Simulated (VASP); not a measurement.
Input of a VASP 6.6.1 run:

The input INCAR:

```
SYSTEM = Ru
PREC = Accurate ; ENCUT = 520
EDIFF = 1E-6 ; ISMEAR = 0
SIGMA = 0.1 ; LREAL = .FALSE.
LASPH = .TRUE. ; NELM = 80
ALGO = Normal ; ISIF = 2
LWAVE = .FALSE. ; LCHARG = .TRUE.
GGA = PE ; LELF = .TRUE.
LVHAR = .TRUE. ; NBANDS = 13
```

Contents of KPOINTS:

```
Automatic mesh
0
G
  18 18 18
  0 0 0
```

File POSCAR:

```
Ru
1.0
    0.0000000000      1.9954683000      1.9954683000
    1.9954683000      0.0000000000      1.9954683000
    1.9954683000      1.9954683000      0.0000000000
Ru
1
Direct
    0.0000000000      0.0000000000      0.0000000000
```

Potentials or basis: VASP PAW PBE potentials, release 64 (Ru_pv).

The run is started by

```console
$ cat potpaw_PBE.64/Ru_pv/POTCAR > POTCAR
$ mpirun -np 1 vasp_std > vasp.out
```

**Question.** What does it give for the pressure?

**Answer.** -30.3 GPa.

**Question.** What does it give for the band gap on the k mesh?

**Answer.** Zero (bands 7 and 8 overlap by 2.65 eV).

Caveat: the cell differs from its parent crystal (strained); the cell stands under tension.
